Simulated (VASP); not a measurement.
InSe: single point with PBEsol

Crystal: InSe.

```
In Se
1.0
     2.00000    1.15470    8.31667
    -2.00000    1.15470    8.31667
     0.00000   -2.30940    8.31667
In Se
2 2
Direct
  0.00000 0.00000 0.00000
  0.11220 0.11220 0.11220
  0.61550 0.61550 0.61550
  0.83000 0.83000 0.83000
```

```json
{"Program": "VASP 6.6.1", "Task": "single point", "Functional": "PBEsol", "Potentials or basis": "VASP PAW PBE potentials, release 64 (In_d, Se)", "Cutoff": "520 eV", "k mesh": "7 × 7 × 7", "Occupations": "fermi-dirac, width 0.01 eV", "Spin": "no spin polarisation", "Dipole correction": "no", "k mesh for the DOS": "11 × 11 × 11", "Occupations for the DOS": "tetrahedron", "Further INCAR settings": "ALGO = Normal; EDIFF = 1e-06"}
```

| Property | Result |
| --- | --- |
| Valence electrons inside the program's atomic spheres | In 11.42; Se 3.82 |

Levels at points of the mesh, in eV from the valence-band top:
| k point | band 17 | band 18 | band 19 | band 20 | band 21 | band 22 |
| --- | --- | --- | --- | --- | --- | --- |
| (0.00, 0.00, 0.00) | -1.31 | -1.18 | -1.18 | 1.74 | 2.02 | 4.35 |

It took 16 min on 1 thread of Intel(R) Xeon(R) Platinum 8259CL CPU @ 2.50GHz (Skylake/Cascade Lake), on a shared host, peak memory 0.77 GiB.

Caveat: spin-orbit coupling is left out, which moves the levels of the heavy elements.
